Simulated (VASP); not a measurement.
Crystal: Ta.

```xyz
1
Lattice="-1.6513 1.6513 1.6513 1.6513 -1.6513 1.6513 1.6513 1.6513 -1.6513" Properties=species:S:1:pos:R:3 pbc="T T T"
Ta    0.0000    0.0000    0.0000
```

- Program: VASP 6.6.1
- Task: relaxation of cell and atoms
- Functional: PBE
- Potentials or basis: VASP PAW PBE potentials, release 64 (Ta_pv)
- Cutoff: 600 eV
- k mesh: 18 × 18 × 18
- Occupations: gaussian, width 0.1 eV
- Spin: no spin polarisation

At the start: pressure 3.1 GPa; volume 18.01 Å³/atom.

**Question.** Where does the relaxation end?

**Answer.** Over 3 steps the energy falls by 2.6 meV/atom and the volume is 18.29 Å³/atom (+1.6 %); space group Im-3m (No. 229, to 0.05 Å).

Step by step:
```csv
step,energy change (eV),largest force (eV/Å),pressure (GPa),volume (Å³)
1,0.0000,0.0000,3.08,18.01
2,0.0103,0.0000,-6.30,18.93
3,-0.0026,0.0000,-0.02,18.29
```

Final structure:
```
Ta
1.0
    -1.65982    1.65982    1.65982
     1.65982   -1.65982    1.65982
     1.65982    1.65982   -1.65982
Ta
1
Direct
  0.00000 0.00000 0.00000
```
